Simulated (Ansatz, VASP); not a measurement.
## ZrN: VASP beside Ansatz

INCAR

```
SYSTEM = ZrN
PREC = Accurate
ENCUT = 600
EDIFF = 1E-6
ISMEAR = -1
SIGMA = 0.03
LREAL = .FALSE.
LASPH = .TRUE.
NELM = 120
ALGO = Normal
ISIF = 2
LWAVE = .FALSE.
LCHARG = .FALSE.
NBANDS = 16
GGA_COMPAT = .FALSE.
```

Contents of KPOINTS:

```
regular mesh
0
G
  9 9 9
  0 0 0
```

The input POSCAR:

```
ZrN
1.0
    0.0000000000      2.2918188597      2.2918188597
    2.2918188597      0.0000000000      2.2918188597
    2.2918188597      2.2918188597      0.0000000000
Zr N
1 1
Direct
    0.0000000000      0.0000000000      0.0000000000
    0.5000000000      0.5000000000      0.5000000000
```

Input for Ansatz:

```yaml
crystal:
  lattice:
    - [0.0, 2.2918188597, 2.2918188597]
    - [2.2918188597, 0.0, 2.2918188597]
    - [2.2918188597, 2.2918188597, 0.0]
  atoms:
    - { symbol: Zr, position: [0.0, 0.0, 0.0] }
    - { symbol: "N", position: [0.5, 0.5, 0.5] }
kpoints:
  mp_grid: { grid: [9, 9, 9] }
  band_path:
    path:
      - [0.0, 0.0, 0.0]
      - [0.5, 0.0, 0.5]
      - [0.625, 0.25, 0.625]
      - [0.375, 0.375, 0.75]
      - [0.0, 0.0, 0.0]
      - [0.5, 0.5, 0.5]
      - [0.5, 0.25, 0.75]
      - [0.5, 0.0, 0.5]
    npoints: 5
scf:
  occupations: { method: fermi_dirac, width: 0.03 }
hamiltonian:
  xc: lda
  pseudopotentials: { kind: all_electron, lapw: { basis_error: 0.00025 } }
output:
  forces: true
  stress: true
  eigenvalues: true
```

Change from the starting cell: volume scaled by 1.01.

Alike in both runs: task single point; functional LDA; k mesh 9 × 9 × 9; occupations fermi-dirac, width 0.03 eV; no spin polarisation.

|  | VASP | Ansatz |
| --- | --- | --- |
| version | VASP 6.6.1 | Ansatz 0.2.0 |
| potentials or method | VASP PAW LDA potentials, release 64 (Zr_sv, N), cutoff 600 eV | all-electron LAPW, scalar-relativistic |

VASP gave:

- pressure (GPa): -9.5

Task: What did Ansatz give for the same quantities?

Result: Pressure (GPa): -10.1.

LDA's correlation is that of Perdew and Zunger in VASP and of Perdew and Wang (1992) in Ansatz. Ansatz ran all-electron here, and VASP with PAW potentials.
